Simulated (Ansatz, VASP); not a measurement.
**SnO2: VASP beside Ansatz**

The input INCAR:

```
SYSTEM = SnO2
AGGAC = 1.0
AGGAX = 1.0
ALDAC = 0.0
ALDAX = 1.0
ALGO = Normal
EDIFF = 1E-7
EDIFFG = -0.01
ENCUT = 600
GGA = B5
IBRION = 2
ISIF = 3
ISMEAR = 1
IVDW = 12
LASPH = .TRUE.
LCHARG = .FALSE.
LREAL = .FALSE.
LWAVE = .FALSE.
NELM = 60
NSW = 80
PREC = Accurate
SIGMA = 0.02
VDW_A1 = 0.4298
VDW_A2 = 4.2359
VDW_S6 = 1.0
VDW_S8 = 2.6996
```

The input KPOINTS:

```
k-points
0
G
  6 6 6
  0 0 0
```

File POSCAR:

```
SnO2
1.0
   -2.0000690000      2.0000690000      5.1236790000
    2.0000690000     -2.0000690000      5.1236790000
    2.0000690000      2.0000690000     -5.1236790000
Sn O
2 4
Direct
    0.7500000000      0.2500000000      0.5000000000
    0.0000000000      0.0000000000      0.0000000000
    0.7965230000      0.7965230000      0.0000000000
    0.9534770000      0.4534770000      0.5000000000
    0.2034770000      0.2034770000      0.0000000000
    0.5465230000      0.0465230000      0.5000000000
```

Input for Ansatz:

```yaml
crystal:
  lattice:
    - [-2.000069, 2.000069, 5.123679]
    - [2.000069, -2.000069, 5.123679]
    - [2.000069, 2.000069, -5.123679]
  atoms:
    - { symbol: Sn, position: [0.75, 0.25, 0.5] }
    - { symbol: Sn, position: [0.0, 0.0, 0.0] }
    - { symbol: O, position: [0.796523, 0.796523, 0.0] }
    - { symbol: O, position: [0.953477, 0.453477, 0.5] }
    - { symbol: O, position: [0.203477, 0.203477, 0.0] }
    - { symbol: O, position: [0.546523, 0.046523, 0.5] }
basis:
  ecutwfc: 510.0
kpoints:
  mp_grid:
    grid: [6, 6, 6]
hamiltonian:
  xc: blyp
  dispersion: d3bj
scf:
  occupations:
    method: cold
    width: 0.02
relax:
  max_steps: 60
  cell: {}
```

Alike in both runs: task relaxation of cell and atoms; functional BLYP; dispersion D3(BJ); k mesh 6 × 6 × 6; no spin polarisation.

```csv
,VASP,Ansatz
version,VASP 6.6.1,Ansatz 0.2.0
potentials or method,"VASP PAW PBE potentials, release 64 (Sn_d, O), cutoff 600 eV","plane waves, PAW"
occupations,"methfessel-paxton of order 1, width 0.02 eV","cold, width 0.02 eV"
valence electrons in the cell,52,52
```

|  | VASP | Ansatz | Ansatz less VASP |
| --- | --- | --- | --- |
| relaxed volume (Å³/atom) | 14.13 | 14.07 | -0.059 |
| relaxed cell length with the largest relative difference (Å) | 5.915 | 5.910 | -0.0058 |

VASP's potentials were made for PBE, not for BLYP.
